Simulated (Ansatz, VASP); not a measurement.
One calculation of Pb, two programs

```
Pb
1.0
    -1.55008    1.55008    1.46616
     1.55008   -1.55008    1.46616
     1.55008    1.55008   -1.46616
Pb
1
Cartesian
  0.0000 0.0000 0.0000
```

Alike in both runs: task relaxation of cell and atoms; functional r2SCAN; k mesh 10 × 10 × 10; occupations gaussian, width 0.1 eV; no spin polarisation.

|  | VASP | Ansatz |
| --- | --- | --- |
| version | VASP 6.6.1 | Ansatz 0.2.0 |
| potentials or method | VASP PAW PBE potentials, release 64 (Pb_d), cutoff 600 eV | scalar-relativistic, plane waves, PAW |
| valence electrons in the cell | 14 | 14 |

VASP gave:

* gap on the k mesh at the Fermi level, each at its own relaxed structure (eV): none
* relaxed volume (Å³/atom): 31.09
* relaxed cell length with the largest relative difference (Å): 3.454

Q: Which values does Ansatz return?

A: gap on the k mesh at the Fermi level, each at its own relaxed structure (eV): none; relaxed volume (Å³/atom): 31.26; relaxed cell length with the largest relative difference (Å): 3.463.

VASP's potentials were made for PBE, not for r2SCAN. A gap of «none» marks a metal or a gap that the smearing closes.

Spin-orbit coupling is off throughout. Noted on VASP's run: the volume moved by over 15 % at a fixed basis, so the end points are rough.
